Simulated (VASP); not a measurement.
A run of VASP 6.6.1 is set up as follows.

File POSCAR:

```
MgO
1.0
    2.0601241659      2.0601241659      0.0000000000
   -2.0601241659      2.0601241659      0.0000000000
    0.0000000000      2.0601241659      2.1273935264
Mg O
1 1
Direct
    0.0000000000      0.0000000000      0.0000000000
    0.5000000000      0.5000000000      0.0000000000
```

Contents of INCAR.step1:

```
SYSTEM = MgO
PREC = Accurate
ENCUT = 520
ISMEAR = 0
SIGMA = 0.01
LREAL = .FALSE.
LASPH = .TRUE.
NELM = 60
NBANDS = 11
GGA = PE
ALGO = Normal
EDIFF = 1E-4
LWAVE = .TRUE.
LCHARG = .FALSE.
```

Contents of INCAR.step2:

```
SYSTEM = MgO
PREC = Accurate
ENCUT = 520
EDIFF = 1E-7
ISMEAR = 0
SIGMA = 0.01
LREAL = .FALSE.
LASPH = .TRUE.
NELM = 60
ALGO = Normal
ISIF = 2
LWAVE = .FALSE.
LCHARG = .FALSE.
METAGGA = R2SCAN
LMIXTAU = .TRUE.
NBANDS = 11
ISTART = 1
```

KPOINTS

```
regular mesh
0
G
  10 10 10
  0 0 0
```

Potentials or basis: VASP PAW PBE potentials, release 64 (Mg, O).

Launch:

```console
$ cat potpaw_PBE.64/Mg/POTCAR potpaw_PBE.64/O/POTCAR > POTCAR
$ cp INCAR.step1 INCAR
$ mpirun -np 1 vasp_std > vasp.out
$ cp INCAR.step2 INCAR
$ mpirun -np 1 vasp_std > vasp.out
```

What does it give for the pressure?

4.3 GPa.

Estimate the band gap on the k mesh.

5.91 eV.

Stress tensor (GPa, compression positive):
```
 6.85  0.00  0.00
 0.00  6.85  0.00
 0.00  0.00 -0.89
```

Caveat: the cell differs from its parent crystal (in-plane strain -0.02); the cell stands under pressure; the PAW data sets were made with another functional, which shifts forces and pressure a little.
